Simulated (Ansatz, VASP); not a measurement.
## One calculation of Be2Cd2O, two programs

```
Be Cd O
1.0
    -2.12423    2.12423    6.12777
     2.12423   -2.12423    6.12777
     2.12423    2.12423   -6.12777
Be Cd O
2 2 1
Direct
  0.11599 0.11599 0.00000
  0.88401 0.88401 0.00000
  0.25000 0.75000 0.50000
  0.75000 0.25000 0.50000
  0.00000 0.00000 0.00000
```

Change from the starting cell: species swapped into the EuFe2As2 type (Fmmm, No. 69).

Alike in both runs: task single point; functional PBE; k mesh 6 × 6 × 6; occupations gaussian, width 0.1 eV; collinear spin.

|  | VASP | Ansatz |
| --- | --- | --- |
| version | VASP 6.6.1 | Ansatz 0.2.0 |
| potentials or method | VASP PAW PBE potentials, release 64 (Be, Cd, O), cutoff 520 eV | scalar-relativistic, plane waves, PAW |
| valence electrons in the cell | 34 | 50 |

|  | VASP | Ansatz | Ansatz less VASP |
| --- | --- | --- | --- |
| gap on the k mesh at the Fermi level (eV) | none | none | - |
| pressure (GPa) | 0.2 | 0.2 | 0.00 |
| traceless stress, the component that is largest in VASP (GPa) | -0.01 | 0.16 | +0.169 |
| rms of the force components (eV/Å) | 0.027 | 0.006 | -0.0210 |
| net moment per atom (μB) | 0.00 | 0.00 | 0.000 |

Atom by atom the forces differ by 0.021 eV/Å (rms over components). A gap of «none» marks a metal or a gap that the smearing closes. With one functional, cell and mesh, what is left measures potentials, basis and numerics. VASP's potentials hold 34 valence electrons a cell and Ansatz's 50, so a difference there can come from the potentials and not from the codes. Ansatz's warnings: seeded moment not kept.
